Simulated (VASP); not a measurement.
# TiS2 (P-3m1) in VASP: a series of runs

The runs below take TiS2 through single point, with r2SCAN.

All numbers are computed with VASP 6.6.1; they aren't measurements. Logs are shortened: lines on timing, memory, paths and dates and some standing lists are left out, and cuts for length are marked.

## Step 1: The cell of the first run

It takes space group P-3m1 (No. 164, trigonal). The conventional cell has a = 3.412 Å, b = 3.412 Å, c = 5.695 Å, α = 90.00°, β = 90.00°, γ = 120.00°. Within 3.2 Å of Ti (site symmetry -3m) lie 6 S at 2.43 Å. Within 3.2 Å of S (site symmetry 3m) lie 3 Ti at 2.43 Å.

## Step 2: Single point, r2SCAN

POSCAR

```
TiS2
1.0
    3.4120000000      0.0000000000      0.0000000000
   -1.7060000000      2.9548800000      0.0000000000
    0.0000000000      0.0000000000      5.6950000000
Ti S
1 2
Direct
    0.0000000000      0.0000000000      0.0000000000
    0.3333333333      0.6666666667      0.2500000000
    0.6666666667      0.3333333333      0.7500000000
```

INCAR.step1

```
SYSTEM = TiS2
PREC = Accurate
ENCUT = 550
ISMEAR = 0
SIGMA = 0.01
LREAL = .FALSE.
LASPH = .TRUE.
NELM = 120
NBANDS = 19
GGA = PE
ALGO = Normal
EDIFF = 1E-5
LWAVE = .TRUE.
LCHARG = .FALSE.
GGA_COMPAT = .FALSE.
```

INCAR.step2

```
SYSTEM = TiS2
PREC = Accurate
ENCUT = 550
EDIFF = 1E-6
ISMEAR = 0
SIGMA = 0.01
LREAL = .FALSE.
LASPH = .TRUE.
NELM = 120
ALGO = Normal
ISIF = 2
LWAVE = .FALSE.
LCHARG = .FALSE.
METAGGA = R2SCAN
LMIXTAU = .TRUE.
NBANDS = 19
ISTART = 1
GGA_COMPAT = .FALSE.
```

KPOINTS

```
Automatic mesh
0
G
  3 3 2
  0 0 0
```

Potentials or basis: VASP PAW PBE potentials, release 64 (Ti_sv, S).

Launch:

```console
$ cat potpaw_PBE.64/Ti_sv/POTCAR potpaw_PBE.64/S/POTCAR > POTCAR
$ cp INCAR.step1 INCAR
$ mpirun -np 1 vasp_std > vasp.out
$ cp INCAR.step2 INCAR
$ mpirun -np 1 vasp_std > vasp.out
```

OUTCAR:

```text
SYSTEM = TiS2
   PREC = Accurate
   ENCUT = 550
   EDIFF = 1E-6
   ISMEAR = 0
   LREAL = .FALSE.
   LASPH = .TRUE.
   NELM = 120
   ISIF = 2
   METAGGA = R2SCAN
   ISTART = 1

 ion  position               nearest neighbor table
   1  0.000  0.000  0.000-   2 2.43   3 2.43   3 2.43   2 2.43   3 2.43   2 2.43
   2  0.333  0.667  0.250-   1 2.43   1 2.43   1 2.43
   3  0.667  0.333  0.750-   1 2.43   1 2.43   1 2.43

  LATTYP: Found a hexagonal cell.
 ALAT       =     3.4120000000
 C/A-ratio  =     1.6691090270

  Lattice vectors:

 A1 = (   3.4120000000,   0.0000000000,   0.0000000000)
 A2 = (  -1.7060000000,   2.9548800000,   0.0000000000)
 A3 = (   0.0000000000,   0.0000000000,   5.6950000000)

Analysis of symmetry for initial positions (statically):
=====================================================================
 Subroutine PRICEL returns:
 Original cell was already a primitive cell.

 Routine SETGRP: Setting up the symmetry group for a
 hexagonal supercell.

 Subroutine GETGRP returns: Found 12 space group operations
 (whereof 12 operations were pure point group operations)
 out of a pool of 24 trial point group operations.

The static configuration has the point symmetry D_3d.

Analysis of symmetry for dynamics (positions and initial velocities):
=====================================================================
 Subroutine PRICEL returns:
 Original cell was already a primitive cell.

 Routine SETGRP: Setting up the symmetry group for a
 hexagonal supercell.

 Subroutine GETGRP returns: Found 12 space group operations
 (whereof 12 operations were pure point group operations)
 out of a pool of 24 trial point group operations.

The dynamic configuration has the point symmetry D_3d.

 Subroutine INISYM returns: Found 12 space group operations
 (whereof 12 operations are pure point group operations),
 and found     1 'primitive' translations

----------------------------------------------------------------------------------------

                                     Primitive cell

  volume of cell :      57.4173

  direct lattice vectors                    reciprocal lattice vectors
     3.412000000  0.000000000  0.000000000     0.293083236  0.169211609  0.000000000
    -1.706000000  2.954880000  0.000000000     0.000000000  0.338423219  0.000000000
     0.000000000  0.000000000  5.695000000     0.000000000  0.000000000  0.175592625

  length of vectors
     3.412000000  3.412001145  5.695000000     0.338423332  0.338423219  0.175592625

  position of ions in fractional coordinates (direct lattice)
     0.000000000  0.000000000  0.000000000
     0.333333333  0.666666667  0.250000000
     0.666666667  0.333333333  0.750000000

  ion indices of the primitive-cell ions
   primitive index   ion index
                 1           1
                 2           2
                 3           3

----------------------------------------------------------------------------------------

 KPOINTS: Automatic mesh

Automatic generation of k-mesh.
 Grid dimensions read from file:
 generate k-points for:    3    3    2

 Generating k-lattice:

  Cartesian coordinates                     Fractional coordinates (reciprocal lattice)
     0.097694412  0.056403870  0.000000000     0.333333333  0.000000000  0.000000000
     0.000000000  0.112807740  0.000000000     0.000000000  0.333333333  0.000000000
     0.000000000  0.000000000  0.087796313     0.000000000  0.000000000  0.500000000

  Length of vectors
     0.112807777  0.112807740  0.087796313

  Shift w.r.t. Gamma in fractional coordinates (k-lattice)
     0.000000000  0.000000000  0.000000000

 Subroutine IBZKPT returns following result:
 ===========================================

 Found      6 irreducible k-points:

 Following reciprocal coordinates:
            Coordinates               Weight
  0.000000  0.000000  0.000000      1.000000
  0.333333  0.000000  0.000000      6.000000
  0.333333  0.333333  0.000000      2.000000
  0.000000  0.000000  0.500000      1.000000
  0.333333  0.000000  0.500000      6.000000
  0.333333  0.333333  0.500000      2.000000
   k-points           NKPTS =      6   k-points in BZ     NKDIM =      6   number of bands    NBANDS=     19
   number of dos      NEDOS =    301   number of ions     NIONS =      3
   total plane-waves  NPLWV =  37632
   dimension x,y,z NGX =    28 NGY =   28 NGZ =   48
   dimension x,y,z NGXF=    56 NGYF=   56 NGZF=   96
   ions per type =               1   2
   NGX,Y,Z   is equivalent  to a cutoff of  13.64, 13.64, 14.01 a.u.
   NGXF,Y,Z  is equivalent  to a cutoff of  27.29, 27.29, 28.02 a.u.
 SYSTEM =  TiS2
   PREC   = accura    normal or accurate (medium, high low for compatibility)
   ISTART =      1    job   : 0-new  1-cont  2-samecut
   ICHARG =      0    charge: 1-file 2-atom 10-const
   ISPIN  =      1    spin polarized calculation?
   LNONCOLLINEAR =      F non collinear calculations
   LSORBIT =      F    spin-orbit coupling
[... 70 lines left out ...]
     10       5.2789      2.00000
     11       5.3760      2.00000
     12       5.3760      2.00000
     13       5.8880      0.00000
     14       5.8880      0.00000
     15       6.3278      0.00000
     16       8.8645      0.00000
     17       8.8645      0.00000
     18      11.9838      0.00000
     19      13.0181      0.00000

 k-point     2 :       0.3333    0.0000    0.0000
  band No.  band energies     occupation
      1     -54.9167      2.00000
      2     -30.1276      2.00000
      3     -30.1123      2.00000
      4     -30.0519      2.00000
      5      -7.9014      2.00000
      6      -7.1128      2.00000
      7       0.8744      2.00000
      8       1.2854      2.00000
      9       1.6042      2.00000
     10       2.5189      2.00000
     11       3.7462      2.00000
     12       3.7761      2.00000
     13       5.7443      0.00000
     14       6.9358      0.00000
     15       7.2477      0.00000
     16       8.9865      0.00000
     17       9.0146      0.00000
     18      13.0911      0.00000
     19      13.6934      0.00000

 k-point     3 :       0.3333    0.3333    0.0000
  band No.  band energies     occupation
      1     -54.9122      2.00000
      2     -30.1191      2.00000
      3     -30.1191      2.00000
      4     -30.1033      2.00000
      5      -7.0879      2.00000
      6      -7.0879      2.00000
      7       0.9026      2.00000
      8       1.0742      2.00000
      9       1.0742      2.00000
     10       2.5464      2.00000
     11       2.5464      2.00000
     12       2.8742      2.00000
     13       6.5563      0.00000
     14       7.2268      0.00000
     15       7.2268      0.00000
     16       8.2957      0.00000
     17       8.2957      0.00000
     18      12.2965      0.00000
     19      15.4535      0.00000

 k-point     4 :       0.0000    0.0000    0.5000
  band No.  band energies     occupation
      1     -54.9257      2.00000
      2     -30.1328      2.00000
      3     -30.0298      2.00000
      4     -30.0298      2.00000
      5      -8.6342      2.00000
      6      -7.8896      2.00000
      7       1.3849      2.00000
      8       2.3709      2.00000
      9       2.3709      2.00000
     10       2.8054      2.00000
     11       5.1949      2.00000
     12       5.1949      2.00000
     13       5.8725      0.00000
     14       5.8726      0.00000
     15       6.9406      0.00000
     16       9.1658      0.00000
     17       9.1659      0.00000
     18      12.4873      0.00000
     19      14.3559      0.00000

 k-point     5 :       0.3333    0.0000    0.5000
  band No.  band energies     occupation
      1     -54.9167      2.00000
      2     -30.1276      2.00000
      3     -30.1124      2.00000
      4     -30.0519      2.00000
      5      -7.6522      2.00000
      6      -7.3973      2.00000
      7       0.5177      2.00000
      8       1.0270      2.00000
      9       2.4160      2.00000
     10       2.5487      2.00000
     11       3.8326      2.00000
     12       3.9579      2.00000
     13       5.6536      0.00000
     14       7.0131      0.00000
     15       7.3073      0.00000
     16       8.6550      0.00000
     17       8.7276      0.00000
     18      12.4372      0.00000
     19      13.2175      0.00000

 k-point     6 :       0.3333    0.3333    0.5000
  band No.  band energies     occupation
      1     -54.9122      2.00000
      2     -30.1190      2.00000
      3     -30.1190      2.00000
      4     -30.1033      2.00000
      5      -7.0841      2.00000
      6      -7.0841      2.00000
      7       0.7907      2.00000
      8       0.7907      2.00000
      9       1.3705      2.00000
     10       2.1739      2.00000
     11       2.9496      2.00000
     12       2.9496      2.00000
     13       6.5736      0.00000
     14       6.9272      0.00000
     15       6.9272      0.00000
     16       8.9916      0.00000
     17       8.9916      0.00000
     18      13.6140      0.00000
     19      13.6140      0.00000

------------------------ aborting loop because EDIFF is reached ----------------------------------------

  FORCE on cell =-STRESS in cart. coord.  units (eV):
  Direction    XX          YY          ZZ          XY          YZ          ZX
  --------------------------------------------------------------------------------------
  -------------------------------------------------------------------------------------
  Total        1.0993822      1.0993832     -0.4981805     -0.0000000      0.0000000     -0.0000000
  in kB       30.6772684     30.6772958    -13.9012765     -0.0000000      0.0000000     -0.0000000
  external PRESSURE =      15.8177626 kB  Pullay stress =       0.0000000 kB

 VOLUME and BASIS-vectors are now :
 -----------------------------------------------------------------------------
  energy-cutoff  :      550.00
  volume of cell :       57.42
      direct lattice vectors                 reciprocal lattice vectors
     3.412000000  0.000000000  0.000000000     0.293083236  0.169211609  0.000000000
    -1.706000000  2.954880000  0.000000000     0.000000000  0.338423219  0.000000000
     0.000000000  0.000000000  5.695000000     0.000000000  0.000000000  0.175592625

 POSITION                                       TOTAL-FORCE (eV/Angst)
 -----------------------------------------------------------------------------------
      0.00000      0.00000      0.00000         0.000000      0.000000      0.000000
     -0.00000      1.96992      1.42375         0.000000     -0.000000     -0.473755
      1.70600      0.98496      4.27125        -0.000000      0.000000      0.473755
 -----------------------------------------------------------------------------------
    total drift:                               -0.000000     -0.000000     -0.000000

  FREE ENERGIE OF THE ION-ELECTRON SYSTEM (eV)
  ---------------------------------------------------
  free  energy   TOTEN  =       -33.1786322677 eV

  energy  without entropy=      -33.1786322677  energy(sigma->0) =      -33.17863227
```

It took 47 s on 1 thread of Intel Xeon Platinum 8559C (Emerald Rapids), shared host; peak memory 0.19 GiB.

Results:

| Quantity | Value |
| --- | --- |
| Free energy | -33.1786 eV |
| Pressure | 1.6 GPa |
| Largest force | 0.474 eV/Å |
| Band gap on the k mesh | 0.28 eV (least direct gap 0.51 eV) |

Forces in eV/Å, atoms in the order of the input:
```
Ti   0.000  0.000  0.000
S    0.000  0.000 -0.474
S    0.000  0.000  0.474
```

Stress tensor (GPa, compression positive):
```
 3.07  0.00  0.00
 0.00  3.07  0.00
 0.00  0.00 -1.39
```

Levels at points of the mesh, in eV from the valence-band top:
```tsv
k point	band 8	band 9	band 10	band 11	band 12	band 13	band 14	band 15	band 16	band 17
(0.00, 0.00, 0.00)	-3.05	-3.05	-0.10	0.00	0.00	0.51	0.51	0.95	3.49	3.49
(0.00, 0.00, 0.50)	-3.01	-3.01	-2.57	-0.18	-0.18	0.50	0.50	1.56	3.79	3.79
```

Caveat: the k points lie up to 0.71 Å⁻¹ apart; the PAW data sets were made with another functional, which shifts forces and pressure a little; an odd mesh through Γ misses points on the zone boundary, where band edges can lie.

## Step 3: Single point, r2SCAN

POSCAR is that of step 2.

INCAR.step1

```
SYSTEM = TiS2
PREC     = Accurate       ! precision mode
ENCUT    = 550            ! plane-wave cutoff, eV
ISMEAR   = 0              ! smearing method
SIGMA    = 0.01           ! smearing width, eV
LREAL    = .False.        ! projectors in reciprocal space
LASPH    = .True.         ! aspherical terms in the spheres
NELM     = 120            ! most SCF steps
NBANDS   = 19             ! bands
GGA      = PE             ! functional
ALGO     = Normal         ! electronic algorithm
EDIFF    = 1E-5           ! SCF threshold, eV
LWAVE    = .True.         ! write WAVECAR
LCHARG   = .False.        ! write CHGCAR
GGA_COMPAT= .False.
```

INCAR.step2

```
SYSTEM = TiS2
PREC     = Accurate       ! precision mode
ENCUT    = 550            ! plane-wave cutoff, eV
EDIFF    = 1E-6           ! SCF threshold, eV
ISMEAR   = 0              ! smearing method
SIGMA    = 0.01           ! smearing width, eV
LREAL    = .False.        ! projectors in reciprocal space
LASPH    = .True.         ! aspherical terms in the spheres
NELM     = 120            ! most SCF steps
ALGO     = Normal         ! electronic algorithm
ISIF     = 2              ! what is computed and relaxed
LWAVE    = .False.        ! write WAVECAR
LCHARG   = .True.         ! write CHGCAR
METAGGA  = R2SCAN         ! meta-GGA
LMIXTAU  = .True.       
LELF     = .True.         ! ELF
LVHAR    = .True.       
NBANDS   = 19             ! bands
ISTART   = 1            
GGA_COMPAT= .False.
```

KPOINTS

```
regular mesh
0
Gamma
  4 4 2
  0 0 0
```

Potentials or basis: VASP PAW PBE potentials, release 64 (Ti_sv, S).

Launch:

```console
$ cat potpaw_PBE.64/Ti_sv/POTCAR potpaw_PBE.64/S/POTCAR > POTCAR
$ cp INCAR.step1 INCAR
$ mpirun -np 1 vasp_std > vasp.out
$ cp INCAR.step2 INCAR
$ mpirun -np 1 vasp_std > vasp.out
```

It took 75 s on 1 thread of Intel Xeon Platinum 8559C (Emerald Rapids), shared host; peak memory 0.19 GiB.

It converged, with:

```yaml
Free_energy: -33.3362 eV
Pressure: 0.8 GPa
Largest_force: 0.366 eV/Å
Band_gap_on_the_k_mesh: 0.03 eV (least direct gap 0.55 eV)
```

Forces on the atoms (eV/Å):
```
Ti   0.000  0.000  0.000
S    0.000  0.000 -0.366
S    0.000  0.000  0.366
```

Stress tensor (GPa, compression positive):
```
 1.57  0.00  0.00
 0.00  1.57  0.00
 0.00  0.00 -0.87
```

Levels at points of the mesh, in eV from the valence-band top:
```
           k point  band 8  band 9  band 10  band 11  band 12  band 13  band 14  band 15  band 16  band 17
(0.00, 0.00, 0.00)   -3.03   -3.03    -0.09     0.00     0.00     0.55     0.55     1.01     3.52     3.52
(0.50, 0.00, 0.00)   -3.90   -3.06    -2.88    -2.80    -1.73     0.29     1.60     2.03     3.73     3.87
(0.00, 0.00, 0.50)   -2.98   -2.98    -2.56    -0.18    -0.18     0.53     0.53     1.62     3.82     3.82
(0.50, 0.00, 0.50)   -4.69   -3.06    -3.00    -1.39    -1.38     0.03     1.59     1.99     3.39     4.30
```

Caveat: the k points lie up to 0.55 Å⁻¹ apart; the PAW data sets were made with another functional, which shifts forces and pressure a little.

## Step 4: Single point, r2SCAN

POSCAR is that of step 3.

INCAR.step1

```
ALGO = Normal
EDIFF = 1E-5
ENCUT = 550
GGA = PE
GGA_COMPAT = False
ISMEAR = 0
LASPH = True
LCHARG = False
LREAL = False
LWAVE = True
NBANDS = 19
NELM = 120
PREC = Accurate
SIGMA = 0.01
```

INCAR.step2

```
ALGO = Normal
EDIFF = 1E-6
ENCUT = 550
GGA_COMPAT = False
ISIF = 2
ISMEAR = 0
ISTART = 1
LASPH = True
LCHARG = False
LMIXTAU = True
LREAL = False
LWAVE = False
METAGGA = R2SCAN
NBANDS = 19
NELM = 120
PREC = Accurate
SIGMA = 0.01
```

KPOINTS

```
k-points
0
Gamma
  4 4 3
```

Launch:

```console
$ cat potpaw_PBE.64/Ti_sv/POTCAR potpaw_PBE.64/S/POTCAR > POTCAR
$ cp INCAR.step1 INCAR
$ mpirun -np 1 vasp_std > vasp.out
$ cp INCAR.step2 INCAR
$ mpirun -np 1 vasp_std > vasp.out
```

Wall time 72 s (1 thread of Intel Xeon Platinum 8559C (Emerald Rapids), shared host); peak memory 0.19 GiB.

Results (log left out):

```yaml
Free_energy: -33.3470 eV
Pressure: 0.7 GPa
Largest_force: 0.346 eV/Å
Band_gap_on_the_k_mesh: 0.14 eV (least direct gap 0.55 eV)
```

Forces in eV/Å, atoms in the order of the input:
```
Ti   0.000  0.000  0.000
S    0.000  0.000 -0.346
S    0.000  0.000  0.346
```

Stress tensor (GPa, compression positive):
```
 1.46  0.00  0.00
 0.00  1.46  0.00
 0.00  0.00 -0.96
```

Levels at points of the mesh, in eV from the valence-band top:
```tsv
k point	band 9	band 10	band 11	band 12	band 13	band 14	band 15	band 16
(0.00, 0.00, 0.00)	-3.02	-0.09	0.00	0.00	0.55	0.55	1.02	3.52
(0.50, 0.00, 0.00)	-3.07	-2.87	-2.81	-1.73	0.29	1.61	2.04	3.73
```

Caveat: the k points lie up to 0.53 Å⁻¹ apart; the PAW data sets were made with another functional, which shifts forces and pressure a little; an odd mesh through Γ misses points on the zone boundary, where band edges can lie.

## Step 5: Summary

```tsv
k mesh	gap on the mesh (eV)	pressure (GPa)	largest force (eV/Å)
3 × 3 × 2	0.28	1.6	0.47
4 × 4 × 2	0.03	0.8	0.37
4 × 4 × 3	0.14	0.7	0.35
```

Alike in all rows: task single point; level r2SCAN; potentials or basis VASP PAW PBE potentials, release 64 (Ti_sv, S); no spin polarisation; cell as given; cutoff (eV) 550; smearing gaussian 0.01 eV.

Caveats: all runs use coarse meshes; the PAW data sets were made with another functional, which shifts forces and pressure a little; an odd mesh through Γ misses points on the zone boundary, where band edges can lie (at least some runs).

Total energies depend on the potentials used, so only differences within one code and one set of settings carry meaning.
